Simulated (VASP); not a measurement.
# Rh (P-3m1) in VASP: single point with PBEsol

Aim: the single point of Rh with PBEsol.

Everything below comes from runs of VASP 6.6.1. Logs are shortened: lines on timing, memory, paths and dates and some standing lists are left out, and cuts for length are marked.

## Step 1: The cell of the first run

It takes space group P-3m1 (No. 164, trigonal). Conventional cell: a = 2.689 Å, b = 2.689 Å, c = 4.329 Å, α = 90.00°, β = 90.00°, γ = 120.00°. Rh (site symmetry 3m) has 12 Rh at 2.62 to 2.71 Å within 3.4 Å.

## Step 2: Single point, PBEsol (atoms displaced along a vibrational mode)

Contents of INCAR:

```
SYSTEM = Rh
ALGO = Fast
EDIFF = 1E-6
ENCUT = 520
GGA = PS
ISIF = 2
ISMEAR = 0
LASPH = .TRUE.
LCHARG = .FALSE.
LREAL = .FALSE.
LWAVE = .FALSE.
NBANDS = 22
NELM = 80
PREC = Accurate
SIGMA = 0.15
```

Contents of KPOINTS:

```
k-points
0
G
  24 24 14
  0 0 0
```

Contents of POSCAR:

```
Rh
1.0
    2.6887360848      0.0000000000      0.0000000000
   -1.3443680424      2.3285137535      0.0000000000
    0.0000000000      0.0000000000      4.3290202437
Rh
2
Direct
    0.6666666667      0.3333333333      0.7569299745
    0.3333333333      0.6666666667      0.2430700255
```

Potentials or basis: VASP PAW PBE potentials, release 64 (Rh_pv).

Command:

```console
cat potpaw_PBE.64/Rh_pv/POTCAR > POTCAR
mpirun -np 1 vasp_std > vasp.out
```

OUTCAR:

```text
SYSTEM = Rh
   EDIFF = 1E-6
   ENCUT = 520
   GGA = PS
   ISIF = 2
   ISMEAR = 0
   LASPH = .TRUE.
   LREAL = .FALSE.
   NELM = 80
   PREC = Accurate

 ion  position               nearest neighbor table
   1  0.667  0.333  0.757-   2 2.62   2 2.62   2 2.62   2 2.71   2 2.71   2 2.71
   2  0.333  0.667  0.243-   1 2.62   1 2.62   1 2.62   1 2.71   1 2.71   1 2.71

  LATTYP: Found a hexagonal cell.
 ALAT       =     2.6887360848
 C/A-ratio  =     1.6100577026

  Lattice vectors:

 A1 = (   2.6887360848,   0.0000000000,   0.0000000000)
 A2 = (  -1.3443680424,   2.3285137535,   0.0000000000)
 A3 = (   0.0000000000,   0.0000000000,   4.3290202437)

Analysis of symmetry for initial positions (statically):
=====================================================================
 Subroutine PRICEL returns:
 Original cell was already a primitive cell.

 Routine SETGRP: Setting up the symmetry group for a
 hexagonal supercell.

 Subroutine GETGRP returns: Found 12 space group operations
 (whereof 12 operations were pure point group operations)
 out of a pool of 24 trial point group operations.

The static configuration has the point symmetry D_3d.

Analysis of symmetry for dynamics (positions and initial velocities):
=====================================================================
 Subroutine PRICEL returns:
 Original cell was already a primitive cell.

 Routine SETGRP: Setting up the symmetry group for a
 hexagonal supercell.

 Subroutine GETGRP returns: Found 12 space group operations
 (whereof 12 operations were pure point group operations)
 out of a pool of 24 trial point group operations.

The dynamic configuration has the point symmetry D_3d.

 Subroutine INISYM returns: Found 12 space group operations
 (whereof 12 operations are pure point group operations),
 and found     1 'primitive' translations

----------------------------------------------------------------------------------------

                                     Primitive cell

  volume of cell :      27.1030

  direct lattice vectors                    reciprocal lattice vectors
     2.688736085  0.000000000  0.000000000     0.371921962  0.214729245  0.000000000
    -1.344368042  2.328513753  0.000000000     0.000000000  0.429458490  0.000000000
     0.000000000  0.000000000  4.329020244     0.000000000  0.000000000  0.230999151

  length of vectors
     2.688736085  2.688736085  4.329020244     0.429458490  0.429458490  0.230999151

  position of ions in fractional coordinates (direct lattice)
     0.666666667  0.333333333  0.756929974
     0.333333333  0.666666667  0.243070026
[... 76 lines left out ...]
   NELM   =     80;   NELMIN=  2; NELMDL= -5     # of ELM steps
   EDIFF  = 0.1E-05   stopping-criterion for ELM
   LREAL  =      F    real-space projection
   EDIFFG = 0.1E-04   stopping-criterion for IOM
   NSW    =      0    number of steps for IOM
   IBRION =     -1    ionic relax: 0-MD 1-quasi-New 2-CG
   NFREE  =      0    steps in history (QN), initial steepest desc. (CG)
   ISIF   =      2    stress and relaxation
   ISYM   =      2    0-nonsym 1-usesym 2-fastsym
   POTIM  = 0.5000    time-step for ionic-motion
   TEBEG  =    0.0;   TEEND  =   0.0 temperature during run
   PSTRESS=    0.0 pullay stress
   NELECT =      30.0000    total number of electrons
   NUPDOWN=      -1.0000    fix difference up-down
   EMIN   =  10.00;   EMAX   =-10.00  energy-range for DOS
   EFERMI =   0.00;   METHOD = LEGACY
   ISMEAR =     0;   SIGMA  =   0.15  broadening in eV -4-tet -1-fermi 0-gaus
   EFERMI_NEDOS =   21; number of points for ismear=-14 and -15
   IALGO  =     68    algorithm
   IMIX   =      4    mixing-type and parameters
     AMIX     =   0.40;   BMIX     =  1.00
     AMIX_MAG =   1.60;   BMIX_MAG =  1.00
  volume/ion in A,a.u.               =      13.55        91.45
  Fermi-wavevector in a.u.,A,eV,Ry     =   1.693466  3.200186 39.019139  2.867826
  Thomas-Fermi vector in A             =   2.774866
   LORBIT       =      0    0 simple, 1 ext, 2 COOP (PROOUT), +10 PAW based schemes
   GGA     = PS    functional components
   LHFCALC =     F    Hartree Fock is set to
   AEXX    =    0.0000 exact exchange contribution
   IVDW    =     0    specifies the selected vdW correction
   LEPSILON=     F    determine dielectric tensor
   LRPA    =     F    only Hartree local field effects (RPA)
 non-spin polarized calculation
 RMM-DIIS sequential band-by-band and
 Gauss-broadening in eV      SIGMA  =   0.15
  energy-cutoff  :      520.00
  volume of cell :       27.10
 maximum number of plane-waves:       756
   NGX =  9   NGY =  9   NGZ = 17

 number of electron      29.9999996 magnetization

 Free energy of the ion-electron system (eV)
  ---------------------------------------------------
  ext. energy  EPLUGINS =         0.00000000
  ---------------------------------------------------
  free energy    TOTEN  =       -16.19127590 eV

  energy without entropy =      -16.15571903  energy(sigma->0) =      -16.17349747

 E-fermi :  12.1329     XC(G=0): -14.3073

 val. band max:       12.1328373756   @ k =   0.3333   0.1667   0.3571
 cond. band min:      12.1331300219   @ k =  -0.0417   0.2500   0.3571
 fundamental gap:      0.0002926462
 Fermi energy:        12.1329173256

 k-point     1 :       0.0000    0.0000    0.0000
  band No.  band energies     occupation
      1     -35.1338      2.00000
      2     -34.4308      2.00000
      3     -34.4308      2.00000
      4     -34.3231      2.00000
      5     -34.3118      2.00000
      6     -34.3118      2.00000
[... 589 lines left out ...]
     21      24.9528      0.00000
     22      26.1720      0.00000

 [... further k-points ...]

------------------------ aborting loop because EDIFF is reached ----------------------------------------

  FORCE on cell =-STRESS in cart. coord.  units (eV):
  Direction    XX          YY          ZZ          XY          YZ          ZX
  --------------------------------------------------------------------------------------
  -------------------------------------------------------------------------------------
  Total        0.0401711      0.0401711      0.2383941      0.0000000     -0.0000000      0.0000000
  in kB        2.3746947      2.3746947     14.0925464      0.0000000     -0.0000000      0.0000000
  external PRESSURE =       6.2806452 kB  Pullay stress =       0.0000000 kB

 VOLUME and BASIS-vectors are now :
 -----------------------------------------------------------------------------
  energy-cutoff  :      520.00
  volume of cell :       27.10
      direct lattice vectors                 reciprocal lattice vectors
     2.688736085  0.000000000  0.000000000     0.371921962  0.214729245  0.000000000
    -1.344368042  2.328513753  0.000000000     0.000000000  0.429458490  0.000000000
     0.000000000  0.000000000  4.329020244     0.000000000  0.000000000  0.230999151

 POSITION                                       TOTAL-FORCE (eV/Angst)
 -----------------------------------------------------------------------------------
      1.34437      0.77617      3.27677        -0.000000     -0.000000     -0.731224
     -0.00000      1.55234      1.05226         0.000000      0.000000      0.731224
 -----------------------------------------------------------------------------------
    total drift:                               -0.000000      0.000000      0.000000

  FREE ENERGIE OF THE ION-ELECTRON SYSTEM (eV)
  ---------------------------------------------------
  free  energy   TOTEN  =       -16.1912759026 eV

  energy  without entropy=      -16.1557190328  energy(sigma->0) =      -16.17349747
```

Wall time 2.2 min (1 thread of Intel Xeon 6975P-C (Granite Rapids), shared host); peak memory 0.43 GiB.

Results:

* Free energy: -16.1913 eV
* Pressure: 0.6 GPa
* Largest force: 0.731 eV/Å
* Band gap on the k mesh: zero (bands 15 and 16 overlap by 2.49 eV)

Forces in eV/Å, atoms in the order of the input:
```
Rh   0.000  0.000 -0.731
Rh   0.000  0.000  0.731
```

Levels at points of the mesh, in eV from the Fermi level:
```
           k point  band 13  band 14  band 15  band 16  band 17  band 18
(0.00, 0.00, 0.00)    -2.63    -1.98    -1.98     0.14     0.14     0.68
(0.50, 0.00, 0.00)    -2.28     0.41     0.64     0.76     3.03     5.16
(0.00, 0.00, 0.50)    -3.27    -3.13    -0.56    -0.56    -0.34    -0.34
(0.50, 0.00, 0.50)    -0.40    -0.32     0.57     0.64     2.49     2.78
```

Caveat: the cell differs from its parent crystal (atoms displaced along a vibrational mode); the PAW data sets were made with another functional, which shifts forces and pressure a little.
